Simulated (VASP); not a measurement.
# Ti3Al (P-6m2) in VASP: further runs

Ti3Al is run at these levels: PBE; tasks: single point.

All numbers are computed with VASP 6.6.1; they aren't measurements. Logs are shortened: lines on timing, memory, paths and dates and some standing lists are left out, and cuts for length are marked.

### Step 1. The cell of the first run

It takes space group P-6m2 (No. 187, hexagonal). Conventional cell: a = 3.096 Å, b = 3.096 Å, c = 9.755 Å, α = 90.00°, β = 90.00°, γ = 120.00°. Within 4.0 Å of Ti (site symmetry -6m2) lie 12 Ti at 3.02 to 3.10 Å. Within 4.0 Å of Ti (site symmetry 3m) lie 9 Ti at 3.02 to 3.10 Å and 3 Al at 3.03 Å. Within 4.0 Å of Al (site symmetry -6m2) lie 6 Ti at 3.03 Å and 6 Al at 3.10 Å.

### Step 2. Single point, PBE, collinear spin (20.24 Å³/atom)

INCAR reads:

```
PREC = Accurate
ENCUT = 520
EDIFF = 1E-6
ISMEAR = 0
SIGMA = 0.15
LREAL = F
LASPH = T
NELM = 150
ALGO = Normal
ISIF = 2
LWAVE = F
LCHARG = T
ISPIN = 2
MAGMOM = 0.667 0.667 0.667 0
LORBIT = 11
NUPDOWN = 2.0
LMAXMIX = 4
GGA = PE
LELF = T
LVHAR = T
NBANDS = 32
```

KPOINTS reads:

```
Automatic mesh
0
Gamma
  18 18 6
```

POSCAR reads:

```
Ti3Al
1.0
    3.0958963221      0.0000000000      0.0000000000
   -1.5479481610      2.6811248624      0.0000000000
    0.0000000000      0.0000000000      9.7550930935
Ti Al
3 1
Direct
    0.6666666667      0.3333333333      0.0000000000
    0.3333333333      0.6666666667      0.7504575668
    0.3333333333      0.6666666667      0.2495424332
    0.6666666667      0.3333333333      0.5000000000
```

Potentials or basis: VASP PAW PBE potentials, release 64 (Ti_sv, Al).

Run with:

```bash
> cat potpaw_PBE.64/Ti_sv/POTCAR potpaw_PBE.64/Al/POTCAR > POTCAR
> mpirun -np 1 vasp_std > vasp.out
```

OUTCAR:

```text
PREC = Accurate
   ENCUT = 520
   EDIFF = 1E-6
   ISMEAR = 0
   LREAL = F
   LASPH = T
   NELM = 150
   ISIF = 2
   ISPIN = 2
   LORBIT = 11
   NUPDOWN = 2.0
   GGA = PE

 ion  position               nearest neighbor table
   1  0.667  0.333  0.000-
   2  0.333  0.667  0.750-   4 3.03   4 3.03   4 3.03
   3  0.333  0.667  0.250-   4 3.03   4 3.03   4 3.03
   4  0.667  0.333  0.500-   2 3.03   3 3.03   2 3.03   3 3.03   2 3.03   3 3.03

  LATTYP: Found a hexagonal cell.
 ALAT       =     3.0958963221
 C/A-ratio  =     3.1509753811

  Lattice vectors:

 A1 = (   3.0958963221,   0.0000000000,   0.0000000000)
 A2 = (  -1.5479481610,   2.6811248624,   0.0000000000)
 A3 = (   0.0000000000,   0.0000000000,   9.7550930935)

Analysis of symmetry for initial positions (statically):
=====================================================================
 Subroutine PRICEL returns:
 Original cell was already a primitive cell.

 Routine SETGRP: Setting up the symmetry group for a
 hexagonal supercell.

 Subroutine GETGRP returns: Found 12 space group operations
 (whereof 12 operations were pure point group operations)
 out of a pool of 24 trial point group operations.

The static configuration has the point symmetry D_3h.

Analysis of symmetry for dynamics (positions and initial velocities):
=====================================================================
 Subroutine PRICEL returns:
 Original cell was already a primitive cell.

 Routine SETGRP: Setting up the symmetry group for a
 hexagonal supercell.

 Subroutine GETGRP returns: Found 12 space group operations
 (whereof 12 operations were pure point group operations)
 out of a pool of 24 trial point group operations.

The dynamic configuration has the point symmetry D_3h.

Analysis of structural, dynamic, and magnetic symmetry:
=====================================================================
 Subroutine PRICEL returns:
 Original cell was already a primitive cell.

 Routine SETGRP: Setting up the symmetry group for a
 hexagonal supercell.

 Subroutine GETGRP returns: Found 12 space group operations
 (whereof 12 operations were pure point group operations)
 out of a pool of 24 trial point group operations.

The overall configuration has the point symmetry D_3h.

 Subroutine INISYM returns: Found 12 space group operations
 (whereof 12 operations are pure point group operations),
 and found     1 'primitive' translations

----------------------------------------------------------------------------------------

                                     Primitive cell

  volume of cell :      80.9720

  direct lattice vectors                    reciprocal lattice vectors
     3.095896322  0.000000000  0.000000000     0.323008233  0.186488890  0.000000000
    -1.547948161  2.681124862  0.000000000     0.000000000  0.372977780  0.000000000
     0.000000000  0.000000000  9.755093093     0.000000000  0.000000000  0.102510554

  length of vectors
     3.095896322  3.095896322  9.755093093     0.372977780  0.372977780  0.102510554

  position of ions in fractional coordinates (direct lattice)
     0.666666667  0.333333333  0.000000000
     0.333333333  0.666666667  0.750457567
     0.333333333  0.666666667  0.249542433
     0.666666667  0.333333333  0.500000000

  ion indices of the primitive-cell ions
   primitive index   ion index
                 1           1
                 2           2
                 3           3
                 4           4

----------------------------------------------------------------------------------------

 KPOINTS: Automatic mesh

Automatic generation of k-mesh.
 Grid dimensions read from file:
 generate k-points for:   18   18    6

 Generating k-lattice:

  Cartesian coordinates                     Fractional coordinates (reciprocal lattice)
     0.017944902  0.010360494  0.000000000     0.055555556  0.000000000  0.000000000
     0.000000000  0.020720988  0.000000000     0.000000000  0.055555556  0.000000000
     0.000000000  0.000000000  0.017085092     0.000000000  0.000000000  0.166666667

  Length of vectors
     0.020720988  0.020720988  0.017085092

  Shift w.r.t. Gamma in fractional coordinates (k-lattice)
     0.000000000  0.000000000  0.000000000

 Subroutine IBZKPT returns following result:
 ===========================================

 Found    148 irreducible k-points:

 Following reciprocal coordinates:
            Coordinates               Weight
  0.000000  0.000000  0.000000      1.000000
  0.055556  0.000000  0.000000      6.000000
  0.111111  0.000000  0.000000      6.000000
  0.166667  0.000000  0.000000      6.000000
  0.222222  0.000000  0.000000      6.000000
  0.277778 -0.000000  0.000000      6.000000
[... 16 lines left out ...]
  0.333333  0.111111  0.000000     12.000000
  0.388889  0.111111  0.000000     12.000000
 [... further k-points ...]
   k-points           NKPTS =    148   k-points in BZ     NKDIM =    148   number of bands    NBANDS=     32
   number of dos      NEDOS =    301   number of ions     NIONS =      4
   total plane-waves  NPLWV =  46080
   dimension x,y,z NGX =    24 NGY =   24 NGZ =   80
   dimension x,y,z NGXF=    48 NGYF=   48 NGZF=  160
   ions per type =               3   1
   NGX,Y,Z   is equivalent  to a cutoff of  12.89, 12.89, 13.63 a.u.
   NGXF,Y,Z  is equivalent  to a cutoff of  25.78, 25.78, 27.27 a.u.
 SYSTEM =  unknown system
   PREC   = accura    normal or accurate (medium, high low for compatibility)
   ISTART =      0    job   : 0-new  1-cont  2-samecut
   ICHARG =      2    charge: 1-file 2-atom 10-const
   ISPIN  =      2    spin polarized calculation?
   LNONCOLLINEAR =      F non collinear calculations
   LSORBIT =      F    spin-orbit coupling
   LASPH  =      T    aspherical Exc in radial PAW
   ENCUT  =  520.0 eV  38.22 Ry    6.18 a.u.   5.76  5.76 18.14*2*pi/ulx,y,z
   NELM   =    150;   NELMIN=  2; NELMDL= -5     # of ELM steps
   EDIFF  = 0.1E-05   stopping-criterion for ELM
   LREAL  =      F    real-space projection
   EDIFFG = 0.1E-04   stopping-criterion for IOM
   NSW    =      0    number of steps for IOM
   IBRION =     -1    ionic relax: 0-MD 1-quasi-New 2-CG
   NFREE  =      0    steps in history (QN), initial steepest desc. (CG)
   ISIF   =      2    stress and relaxation
   ISYM   =      2    0-nonsym 1-usesym 2-fastsym
   POTIM  = 0.5000    time-step for ionic-motion
   TEBEG  =    0.0;   TEEND  =   0.0 temperature during run
   PSTRESS=    0.0 pullay stress
   NELECT =      39.0000    total number of electrons
   NUPDOWN=       2.0000    fix difference up-down
   EMIN   =  10.00;   EMAX   =-10.00  energy-range for DOS
   EFERMI =   0.00;   METHOD = LEGACY
   ISMEAR =     0;   SIGMA  =   0.15  broadening in eV -4-tet -1-fermi 0-gaus
   EFERMI_NEDOS =   21; number of points for ismear=-14 and -15
   IALGO  =     38    algorithm
   IMIX   =      4    mixing-type and parameters
     AMIX     =   0.40;   BMIX     =  1.00
     AMIX_MAG =   1.60;   BMIX_MAG =  1.00
  volume/ion in A,a.u.               =      20.24       136.61
  Fermi-wavevector in a.u.,A,eV,Ry     =   1.283270  2.425029 22.405832  1.646782
  Thomas-Fermi vector in A             =   2.415533
   LORBIT       =     11    0 simple, 1 ext, 2 COOP (PROOUT), +10 PAW based schemes
   GGA     = PE    functional components
   LHFCALC =     F    Hartree Fock is set to
   AEXX    =    0.0000 exact exchange contribution
   IVDW    =     0    specifies the selected vdW correction
   LEPSILON=     F    determine dielectric tensor
   LRPA    =     F    only Hartree local field effects (RPA)
 spin polarized calculation
 Gauss-broadening in eV      SIGMA  =   0.15
  energy-cutoff  :      520.00
  volume of cell :       80.97
 maximum number of plane-waves:      2200
 NGX is ok and might be reduce to    24
   NGX = 11   NGY = 11   NGZ = 37

 number of electron      39.0000000 magnetization       1.9999997

 Free energy of the ion-electron system (eV)
  ---------------------------------------------------
  ext. energy  EPLUGINS =         0.00000000
  ---------------------------------------------------
  free energy    TOTEN  =       -27.03569902 eV

  energy without entropy =      -26.96598110  energy(sigma->0) =      -27.00084006

 E-fermi :   6.2689     XC(G=0): -10.4558

 val. band max:        6.5881117653   @ k =   0.3889   0.1111   0.1667
 cond. band min:       6.2699967313   @ k =   0.3333   0.1667   0.1667
 fundamental gap:     -0.3181150340
 Fermi energy:         6.5901223213

 spin component 1

 k-point     1 :       0.0000    0.0000    0.0000
  band No.  band energies     occupation
      1     -50.8365      1.00000
      2     -50.8324      1.00000
      3     -50.6647      1.00000
      4     -27.1790      1.00000
      5     -27.0948      1.00000
      6     -26.9002      1.00000
[... 805 lines left out ...]
     30       9.4191      0.00000
     31       9.8687      0.00000

 [... further k-points ...]

 spin component 2

 k-point     1 :       0.0000    0.0000    0.0000
  band No.  band energies     occupation
      1     -50.5120      1.00000
      2     -50.2785      1.00000
      3     -50.2755      1.00000
      4     -26.8111      1.00000
      5     -26.5871      1.00000
      6     -26.5871      1.00000
[... 805 lines left out ...]
     30       9.9696      0.00000
     31      10.2505      0.00000

 [... further k-points ...]

 [bands above 31 left out]

------------------------ aborting loop because EDIFF is reached ----------------------------------------

  FORCE on cell =-STRESS in cart. coord.  units (eV):
  Direction    XX          YY          ZZ          XY          YZ          ZX
  --------------------------------------------------------------------------------------
  -------------------------------------------------------------------------------------
  Total       -6.2106074     -6.2106074     -6.0771025     -0.0000000      0.0000000      0.0000000
  in kB     -122.8880896   -122.8880896   -120.2464538     -0.0000000      0.0000000      0.0000000
  external PRESSURE =    -122.0075443 kB  Pullay stress =       0.0000000 kB

 VOLUME and BASIS-vectors are now :
 -----------------------------------------------------------------------------
  energy-cutoff  :      520.00
  volume of cell :       80.97
      direct lattice vectors                 reciprocal lattice vectors
     3.095896322  0.000000000  0.000000000     0.323008233  0.186488890  0.000000000
    -1.547948161  2.681124862  0.000000000     0.000000000  0.372977780  0.000000000
     0.000000000  0.000000000  9.755093093     0.000000000  0.000000000  0.102510554

 POSITION                                       TOTAL-FORCE (eV/Angst)
 -----------------------------------------------------------------------------------
      1.54795      0.89371      0.00000         0.000000      0.000000      0.000000
     -0.00000      1.78742      7.32078        -0.000000     -0.000000     -0.019503
     -0.00000      1.78742      2.43431         0.000000     -0.000000      0.019503
      1.54795      0.89371      4.87755         0.000000      0.000000      0.000000
 -----------------------------------------------------------------------------------
    total drift:                                0.000000     -0.000000      0.000000

  FREE ENERGIE OF THE ION-ELECTRON SYSTEM (eV)
  ---------------------------------------------------
  free  energy   TOTEN  =       -27.0356990224 eV

  energy  without entropy=      -26.9659810993  energy(sigma->0) =      -27.00084006

 total charge

# of ion       s       p       d       tot
------------------------------------------
    1        2.220   6.097   1.777  10.094
    2        2.204   6.089   1.794  10.087
    3        2.204   6.089   1.794  10.087
    4        0.431   0.313   0.000   0.744
--------------------------------------------------
tot          7.058  18.588   5.365  31.011

 magnetization (x)

# of ion       s       p       d       tot
------------------------------------------
    1       -0.001   0.015   0.159   0.173
    2        0.007   0.025   0.562   0.594
    3        0.007   0.025   0.562   0.594
    4       -0.003   0.008   0.000   0.005
--------------------------------------------------
tot          0.009   0.074   1.283   1.366
```

It took 12 min on 1 thread of Intel Xeon Platinum 8259CL at 2.50GHz (Skylake/Cascade Lake), shared host; peak memory 0.61 GiB.

Results:

| Item | Value |
| --- | --- |
| Free energy | -27.0357 eV |
| Pressure | -12.2 GPa |
| Largest force | 0.020 eV/Å |
| Net moment | 2.00 μB per cell |
| Site moments | Ti +0.17, +0.59 (each value once); Al +0.01 μB |
| Valence electrons inside the program's atomic spheres | Ti 10.09; Al 0.74 |

Forces on the atoms (eV/Å):
```
Ti   0.000  0.000  0.000
Ti   0.000  0.000 -0.020
Ti   0.000  0.000  0.020
Al   0.000  0.000  0.000
```

Caveat: the cell stands under tension; the total moment is fixed, so each spin has its own Fermi level and the state may be an excited one.

(Continued in part 2 of 2.)
